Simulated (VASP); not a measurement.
# TaN (P6/mmm) in VASP: a series of runs

The runs below take TaN through single point, with PBE.

Program: VASP 6.6.1. These are calculated values, not measurements. Logs are shortened: lines on timing, memory, paths and dates and some standing lists are left out, and cuts for length are marked.

## 1. The cell of the first run

Symmetry: P6/mmm, No. 191, hexagonal system. The conventional cell has a = 5.081 Å, b = 5.081 Å, c = 2.908 Å, α = 90.00°, β = 90.00°, γ = 120.00°. Ta (site symmetry 6/mmm) has 6 N at 2.54 Å and 14 Ta at 2.91 to 3.27 Å within 3.4 Å. Within 2.7 Å of Ta (site symmetry -6m2) lie 6 N at 2.07 Å. N (site symmetry mmm) has 6 Ta at 2.07 to 2.54 Å and 4 N at 2.54 Å within 2.7 Å.

## 2. Single point, PBE (equal xx and yy strain of -2 %)

Input file INCAR:

```
SYSTEM = TaN
PREC     = Accurate       ! precision mode
ENCUT    = 520            ! plane-wave cutoff, eV
EDIFF    = 1E-6           ! SCF threshold, eV
ISMEAR   = -1             ! smearing method
SIGMA    = 0.03           ! smearing width, eV
LREAL    = .False.        ! projectors in reciprocal space
LASPH    = .True.         ! aspherical terms in the spheres
NELM     = 60             ! most SCF steps
ALGO     = Normal         ! electronic algorithm
ISIF     = 2              ! what is computed and relaxed
LWAVE    = .False.        ! write WAVECAR
LCHARG   = .False.        ! write CHGCAR
GGA      = PE             ! functional
NBANDS   = 33             ! bands
```

Input file KPOINTS:

```
regular mesh
0
Gamma
  5 5 8
  0 0 0
```

Input file POSCAR:

```
TaN
1.0
    5.0812992707      0.0000000000      0.0000000000
   -2.5406496353      4.4005342526      0.0000000000
    0.0000000000      0.0000000000      2.9080000000
Ta N
3 3
Direct
    0.0000000000      0.0000000000      0.0000000000
    0.3333333333      0.6666666667      0.5000000000
    0.6666666667      0.3333333333      0.5000000000
    0.5000000000      0.0000000000      0.0000000000
    0.5000000000      0.5000000000      0.0000000000
    0.0000000000      0.5000000000      0.0000000000
```

Potentials or basis: VASP PAW PBE potentials, release 64 (Ta_pv, N).

Launch:

```sh
$ cat potpaw_PBE.64/Ta_pv/POTCAR potpaw_PBE.64/N/POTCAR > POTCAR
$ mpirun -np 1 vasp_std > vasp.out
```

OUTCAR:

```text
SYSTEM = TaN
   PREC = Accurate
   ENCUT = 520
   EDIFF = 1E-6
   ISMEAR = -1
   LREAL = .False.
   LASPH = .True.
   NELM = 60
   ISIF = 2
   GGA = PE

 ion  position               nearest neighbor table
   1  0.000  0.000  0.000-   6 2.54   6 2.54   5 2.54   5 2.54   4 2.54   4 2.54   3 3.27   3 3.27
                             2 3.27   2 3.27   2 3.27   3 3.27   2 3.27   3 3.27   2 3.27   3 3.27
   2  0.333  0.667  0.500-   4 2.07   4 2.07   6 2.07   6 2.07   5 2.07   5 2.07   3 2.93   3 2.93
                             3 2.93   1 3.27   1 3.27   1 3.27   1 3.27   1 3.27   1 3.27
   3  0.667  0.333  0.500-   4 2.07   4 2.07   6 2.07   6 2.07   5 2.07   5 2.07   2 2.93   2 2.93
                             2 2.93   1 3.27   1 3.27   1 3.27   1 3.27   1 3.27   1 3.27
   4  0.500  0.000  0.000-   2 2.07   3 2.07   2 2.07   3 2.07   1 2.54   1 2.54
   5  0.500  0.500  0.000-   2 2.07   3 2.07   2 2.07   3 2.07   1 2.54   1 2.54
   6  0.000  0.500  0.000-   2 2.07   3 2.07   2 2.07   3 2.07   1 2.54   1 2.54

  LATTYP: Found a hexagonal cell.
 ALAT       =     5.0812992707
 C/A-ratio  =     0.5722945737

  Lattice vectors:

 A1 = (   5.0812992707,   0.0000000000,   0.0000000000)
 A2 = (  -2.5406496353,   4.4005342526,   0.0000000000)
 A3 = (   0.0000000000,   0.0000000000,   2.9080000000)

Analysis of symmetry for initial positions (statically):
=====================================================================
 Subroutine PRICEL returns:
 Original cell was already a primitive cell.

 Routine SETGRP: Setting up the symmetry group for a
 hexagonal supercell.

 Subroutine GETGRP returns: Found 24 space group operations
 (whereof 24 operations were pure point group operations)
 out of a pool of 24 trial point group operations.

The static configuration has the point symmetry D_6h.

Analysis of symmetry for dynamics (positions and initial velocities):
=====================================================================
 Subroutine PRICEL returns:
 Original cell was already a primitive cell.

 Routine SETGRP: Setting up the symmetry group for a
 hexagonal supercell.

 Subroutine GETGRP returns: Found 24 space group operations
 (whereof 24 operations were pure point group operations)
 out of a pool of 24 trial point group operations.

The dynamic configuration has the point symmetry D_6h.

 Subroutine INISYM returns: Found 24 space group operations
 (whereof 24 operations are pure point group operations),
 and found     1 'primitive' translations

----------------------------------------------------------------------------------------

                                     Primitive cell

  volume of cell :      65.0241

  direct lattice vectors                    reciprocal lattice vectors
     5.081299271  0.000000000  0.000000000     0.196800060  0.113622567  0.000000000
    -2.540649635  4.400534253  0.000000000     0.000000000  0.227245135  0.000000000
     0.000000000  0.000000000  2.908000000     0.000000000  0.000000000  0.343878955

  length of vectors
     5.081299271  5.081299271  2.908000000     0.227245135  0.227245135  0.343878955

  position of ions in fractional coordinates (direct lattice)
     0.000000000  0.000000000  0.000000000
     0.333333333  0.666666667  0.500000000
     0.666666667  0.333333333  0.500000000
     0.500000000  0.000000000  0.000000000
     0.500000000  0.500000000  0.000000000
     0.000000000  0.500000000  0.000000000

  ion indices of the primitive-cell ions
   primitive index   ion index
                 1           1
                 2           2
                 3           3
                 4           4
                 5           5
                 6           6

----------------------------------------------------------------------------------------

 KPOINTS: regular mesh

Automatic generation of k-mesh.
 Grid dimensions read from file:
 generate k-points for:    5    5    8

 Generating k-lattice:

  Cartesian coordinates                     Fractional coordinates (reciprocal lattice)
     0.039360012  0.022724513  0.000000000     0.200000000  0.000000000  0.000000000
     0.000000000  0.045449027  0.000000000     0.000000000  0.200000000  0.000000000
     0.000000000  0.000000000  0.042984869     0.000000000  0.000000000  0.125000000

  Length of vectors
     0.045449027  0.045449027  0.042984869

  Shift w.r.t. Gamma in fractional coordinates (k-lattice)
     0.000000000  0.000000000  0.000000000

 Subroutine IBZKPT returns following result:
 ===========================================

 Found     25 irreducible k-points:

 Following reciprocal coordinates:
            Coordinates               Weight
  0.000000  0.000000  0.000000      1.000000
  0.200000  0.000000  0.000000      6.000000
  0.400000  0.000000  0.000000      6.000000
  0.200000  0.200000  0.000000      6.000000
  0.400000  0.200000  0.000000      6.000000
  0.000000  0.000000  0.125000      2.000000
[... 16 lines left out ...]
  0.400000  0.000000  0.500000      6.000000
  0.200000  0.200000  0.500000      6.000000
   k-points           NKPTS =     25   k-points in BZ     NKDIM =     25   number of bands    NBANDS=     33
   number of dos      NEDOS =    301   number of ions     NIONS =      6
   total plane-waves  NPLWV =  38400
   dimension x,y,z NGX =    40 NGY =   40 NGZ =   24
   dimension x,y,z NGXF=    80 NGYF=   80 NGZF=   48
   ions per type =               3   3
   NGX,Y,Z   is equivalent  to a cutoff of  13.09, 13.09, 13.72 a.u.
   NGXF,Y,Z  is equivalent  to a cutoff of  26.17, 26.17, 27.44 a.u.
 SYSTEM =  TaN
   PREC   = accura    normal or accurate (medium, high low for compatibility)
   ISTART =      0    job   : 0-new  1-cont  2-samecut
   ICHARG =      2    charge: 1-file 2-atom 10-const
   ISPIN  =      1    spin polarized calculation?
   LNONCOLLINEAR =      F non collinear calculations
   LSORBIT =      F    spin-orbit coupling
   LASPH  =      T    aspherical Exc in radial PAW
   ENCUT  =  520.0 eV  38.22 Ry    6.18 a.u.   9.45  9.45  5.41*2*pi/ulx,y,z
   NELM   =     60;   NELMIN=  2; NELMDL= -5     # of ELM steps
   EDIFF  = 0.1E-05   stopping-criterion for ELM
   LREAL  =      F    real-space projection
   EDIFFG = 0.1E-04   stopping-criterion for IOM
   NSW    =      0    number of steps for IOM
   IBRION =     -1    ionic relax: 0-MD 1-quasi-New 2-CG
   NFREE  =      0    steps in history (QN), initial steepest desc. (CG)
   ISIF   =      2    stress and relaxation
   ISYM   =      2    0-nonsym 1-usesym 2-fastsym
   POTIM  = 0.5000    time-step for ionic-motion
   TEBEG  =    0.0;   TEEND  =   0.0 temperature during run
   PSTRESS=    0.0 pullay stress
   NELECT =      48.0000    total number of electrons
   NUPDOWN=      -1.0000    fix difference up-down
   EMIN   =  10.00;   EMAX   =-10.00  energy-range for DOS
   EFERMI =   0.00;   METHOD = LEGACY
   ISMEAR =    -1;   SIGMA  =   0.03  broadening in eV -4-tet -1-fermi 0-gaus
   EFERMI_NEDOS =   21; number of points for ismear=-14 and -15
   IALGO  =     38    algorithm
   IMIX   =      4    mixing-type and parameters
     AMIX     =   0.40;   BMIX     =  1.00
     AMIX_MAG =   1.60;   BMIX_MAG =  1.00
  volume/ion in A,a.u.               =      10.84        73.13
  Fermi-wavevector in a.u.,A,eV,Ry     =   1.479553  2.795949 29.784182  2.189076
  Thomas-Fermi vector in A             =   2.593696
   LORBIT       =      0    0 simple, 1 ext, 2 COOP (PROOUT), +10 PAW based schemes
   GGA     = PE    functional components
   LHFCALC =     F    Hartree Fock is set to
   AEXX    =    0.0000 exact exchange contribution
   IVDW    =     0    specifies the selected vdW correction
   LEPSILON=     F    determine dielectric tensor
   LRPA    =     F    only Hartree local field effects (RPA)
 non-spin polarized calculation
  energy-cutoff  :      520.00
  volume of cell :       65.02
 maximum number of plane-waves:      1763
 NGX is ok and might be reduce to    40
   NGX = 19   NGY = 19   NGZ = 11

 number of electron      47.9999998 magnetization

 Free energy of the ion-electron system (eV)
  ---------------------------------------------------
  ext. energy  EPLUGINS =         0.00000000
  ---------------------------------------------------
  free energy    TOTEN  =       -64.42053977 eV

  energy without entropy =      -64.41987743  energy(sigma->0) =      -64.42020860

 E-fermi :   8.6427     XC(G=0): -13.2832

 val. band max:        8.5109261343   @ k =   0.0000   0.0000   0.2500
 cond. band min:       8.7643533037   @ k =   0.2000   0.0000   0.2500
 fundamental gap:      0.2534271694
 Fermi energy:         8.6426795393

 k-point     1 :       0.0000    0.0000    0.0000
  band No.  band energies     occupation
      1     -27.5493      2.00000
      2     -27.5493      2.00000
      3     -27.1122      2.00000
      4     -27.1122      2.00000
      5     -26.8894      2.00000
      6     -26.7588      2.00000
[... 25 lines left out ...]
     32      12.0545      0.00000
     33      12.2818      0.00000

 k-point     2 :       0.2000    0.0000    0.0000
  band No.  band energies     occupation
      1     -27.5862      2.00000
      2     -27.5305      2.00000
      3     -27.0680      2.00000
      4     -27.0575      2.00000
      5     -26.8744      2.00000
      6     -26.8285      2.00000
[... 25 lines left out ...]
     32      12.2266      0.00000
     33      12.3160      0.00000

 k-point     3 :       0.4000    0.0000    0.0000
  band No.  band energies     occupation
      1     -27.6352      2.00000
      2     -27.4408      2.00000
      3     -27.1358      2.00000
      4     -26.9638      2.00000
      5     -26.8608      2.00000
      6     -26.8398      2.00000
[... 25 lines left out ...]
     32      12.4566      0.00000
     33      12.7235      0.00000

 k-point     4 :       0.2000    0.2000    0.0000
  band No.  band energies     occupation
      1     -27.6085      2.00000
      2     -27.4871      2.00000
      3     -27.1120      2.00000
      4     -26.9804      2.00000
      5     -26.8656      2.00000
      6     -26.8485      2.00000
[... 673 lines left out ...]
     32      13.0117      0.00000
     33      13.6582      0.00000

 k-point    23 :       0.4000    0.0000    0.5000
  band No.  band energies     occupation
      1     -27.8133      2.00000
      2     -27.6653      2.00000
      3     -27.4084      2.00000
      4     -27.2847      2.00000
      5     -26.9954      2.00000
      6     -26.8330      2.00000
[... 25 lines left out ...]
     32      13.1348      0.00000
     33      14.6219      0.00000

 k-point    24 :       0.2000    0.2000    0.5000
  band No.  band energies     occupation
      1     -27.8209      2.00000
      2     -27.6546      2.00000
      3     -27.4201      2.00000
      4     -27.2724      2.00000
      5     -26.9965      2.00000
      6     -26.8314      2.00000
[... 25 lines left out ...]
     32      12.9060      0.00000
     33      14.4172      0.00000

 [... further k-points ...]
[... 5 lines left out ...]
  --------------------------------------------------------------------------------------
  -------------------------------------------------------------------------------------
  Total       10.4246829     10.4246829      9.2303903      0.0000000     -0.0000000      0.0000000
  in kB      256.8614047    256.8614047    227.4343544      0.0000000     -0.0000000      0.0000000
  external PRESSURE =     247.0523879 kB  Pullay stress =       0.0000000 kB

 VOLUME and BASIS-vectors are now :
 -----------------------------------------------------------------------------
  energy-cutoff  :      520.00
  volume of cell :       65.02
      direct lattice vectors                 reciprocal lattice vectors
     5.081299271  0.000000000  0.000000000     0.196800060  0.113622567  0.000000000
    -2.540649635  4.400534253  0.000000000     0.000000000  0.227245135  0.000000000
     0.000000000  0.000000000  2.908000000     0.000000000  0.000000000  0.343878955

 POSITION                                       TOTAL-FORCE (eV/Angst)
 -----------------------------------------------------------------------------------
      0.00000      0.00000      0.00000         0.000000      0.000000      0.000000
     -0.00000      2.93369      1.45400        -0.000000     -0.000000      0.000000
      2.54065      1.46684      1.45400        -0.000000      0.000000      0.000000
      2.54065      0.00000      0.00000         0.000000      0.000000      0.000000
      1.27032      2.20027      0.00000         0.000000      0.000000      0.000000
     -1.27032      2.20027      0.00000         0.000000      0.000000      0.000000
 -----------------------------------------------------------------------------------
    total drift:                               -0.000000      0.000000     -0.000000

  FREE ENERGIE OF THE ION-ELECTRON SYSTEM (eV)
  ---------------------------------------------------
  free  energy   TOTEN  =       -64.4205397718 eV

  energy  without entropy=      -64.4198774305  energy(sigma->0) =      -64.42020860
```

It took 46 s on 1 thread of Intel Xeon Platinum 8488C (Sapphire Rapids), shared host; peak memory 0.2 GiB.

Results:

| Item | Value |
| --- | --- |
| Free energy | -64.4205 eV |
| Pressure | 24.7 GPa |
| Band gap on the k mesh | zero (band 24 reaches 9.61 eV, above the bottom of band 25 at 7.39 eV) |

Caveat: the cell differs from its parent crystal (equal xx and yy strain of -2 %); spin-orbit coupling is left out, which moves the levels of the heavy elements.

## 3. Single point, PBE (equal xx and yy strain of +3 %)

Input file INCAR:

```
  PREC = Accurate
  ENCUT = 520
  EDIFF = 1E-6
  ISMEAR = -1
  SIGMA = 0.03
  LREAL = F
  LASPH = T
  NELM = 80
  ALGO = Normal
  ISIF = 2
  LWAVE = F
  LCHARG = F
  GGA = PE
  NBANDS = 33
```

Input file KPOINTS:

```
regular mesh
0
Gamma
  5 5 8
```

POSCAR: that of step 2 with these lines changed.

```diff
@@ -2,4 +2,4 @@
 1.0
-    5.0812992707      0.0000000000      0.0000000000
-   -2.5406496353      4.4005342526      0.0000000000
+    5.3405492335      0.0000000000      0.0000000000
+   -2.6702746167      4.6250513063      0.0000000000
     0.0000000000      0.0000000000      2.9080000000
```

Potentials or basis: VASP PAW PBE potentials, release 64 (Ta_pv, N).

Launch:

```sh
$ cat potpaw_PBE.64/Ta_pv/POTCAR potpaw_PBE.64/N/POTCAR > POTCAR
$ mpirun -np 1 vasp_std > vasp.out
```

OUTCAR:

```text
PREC = Accurate
   ENCUT = 520
   EDIFF = 1E-6
   ISMEAR = -1
   LREAL = F
   LASPH = T
   NELM = 80
   ISIF = 2
   GGA = PE

 ion  position               nearest neighbor table
   1  0.000  0.000  0.000-   6 2.67   6 2.67   5 2.67   5 2.67   4 2.67   4 2.67   3 3.41   3 3.41
                             2 3.41   2 3.41   2 3.41   3 3.41   2 3.41   3 3.41   2 3.41   3 3.41
   2  0.333  0.667  0.500-   4 2.12   4 2.12   6 2.12   6 2.12   5 2.12   5 2.12   3 3.08   3 3.08
                             3 3.08   1 3.41   1 3.41   1 3.41   1 3.41   1 3.41   1 3.41
[... 1076 lines left out ...]
  Total       -3.1367730     -3.1367730     -0.3443628     -0.0000000     -0.0000000      0.0000000
  in kB      -69.9675694    -69.9675694     -7.6812153     -0.0000000     -0.0000000      0.0000000
  external PRESSURE =     -49.2054514 kB  Pullay stress =       0.0000000 kB

 VOLUME and BASIS-vectors are now :
 -----------------------------------------------------------------------------
  energy-cutoff  :      520.00
  volume of cell :       71.83
      direct lattice vectors                 reciprocal lattice vectors
     5.340549233  0.000000000  0.000000000     0.187246659  0.108106909  0.000000000
    -2.670274617  4.625051306  0.000000000     0.000000000  0.216213818  0.000000000
     0.000000000  0.000000000  2.908000000     0.000000000  0.000000000  0.343878955

 POSITION                                       TOTAL-FORCE (eV/Angst)
 -----------------------------------------------------------------------------------
      0.00000      0.00000      0.00000        -0.000000      0.000000      0.000000
     -0.00000      3.08337      1.45400         0.000000     -0.000000     -0.000000
      2.67027      1.54168      1.45400        -0.000000      0.000000      0.000000
      2.67027      0.00000      0.00000        -0.000000      0.000000      0.000000
      1.33514      2.31253      0.00000        -0.000000      0.000000      0.000000
     -1.33514      2.31253      0.00000        -0.000000      0.000000      0.000000
 -----------------------------------------------------------------------------------
    total drift:                               -0.000000      0.000000     -0.000000

  FREE ENERGIE OF THE ION-ELECTRON SYSTEM (eV)
  ---------------------------------------------------
  free  energy   TOTEN  =       -64.7642114733 eV

  energy  without entropy=      -64.7591670816  energy(sigma->0) =      -64.76168928
```

OSZICAR:

```text
N       E                     dE             d eps       ncg     rms          rms(c)
DAV:   1     0.447436243744E+03    0.44744E+03   -0.25949E+04  1650   0.151E+03
DAV:   2    -0.462265910127E+02   -0.49366E+03   -0.47046E+03  1881   0.443E+02
DAV:   3    -0.749485304303E+02   -0.28722E+02   -0.28179E+02  1997   0.103E+02
DAV:   4    -0.755396313854E+02   -0.59110E+00   -0.58448E+00  2122   0.141E+01
DAV:   5    -0.755525187039E+02   -0.12887E-01   -0.12865E-01  2044   0.165E+00    0.421E+01
DAV:   6    -0.653774364376E+02    0.10175E+02   -0.50670E+01  2070   0.382E+01    0.179E+01
DAV:   7    -0.649812634546E+02    0.39617E+00   -0.44217E+00  2141   0.143E+01    0.105E+01
DAV:   8    -0.648131896305E+02    0.16807E+00   -0.78026E-01  2069   0.517E+00    0.440E+00
DAV:   9    -0.647666129618E+02    0.46577E-01   -0.12081E-01  2051   0.306E+00    0.529E-01
DAV:  10    -0.647647876338E+02    0.18253E-02   -0.28824E-02  2104   0.850E-01    0.245E-01
DAV:  11    -0.647642489700E+02    0.53866E-03   -0.50199E-03  2094   0.421E-01    0.667E-02
DAV:  12    -0.647642107805E+02    0.38190E-04   -0.32125E-04  2091   0.111E-01    0.248E-02
DAV:  13    -0.647642112380E+02   -0.45752E-06   -0.14723E-05  2065   0.252E-02    0.562E-03
DAV:  14    -0.647642114733E+02   -0.23528E-06   -0.91585E-07  1266   0.629E-03
   1 F= -.64764211E+02 E0= -.64761689E+02  d E =-.504439E-02
```

stdout:

```text
POSCAR found type information on POSCAR TaN
 POSCAR found :  2 types and       6 ions
 scaLAPACK will be used
 LDA part: xc-table for (Slater+PW92), standard interpolation
 POSCAR, INCAR and KPOINTS ok, starting setup
 FFT: planning ... GRIDC
 FFT: planning ... GRID_SOFT
 FFT: planning ... GRID
 WAVECAR not read
 entering main loop
```

Wall time 42 s (1 thread of Intel Xeon Platinum 8488C (Sapphire Rapids), shared host); peak memory 0.21 GiB.

What came out:

* Free energy: -64.7642 eV
* Pressure: -4.9 GPa
* Band gap on the k mesh: zero (band 24 reaches 8.43 eV, above the bottom of band 25 at 6.41 eV)

Caveat: the cell differs from its parent crystal (equal xx and yy strain of +3 %); spin-orbit coupling is left out, which moves the levels of the heavy elements.
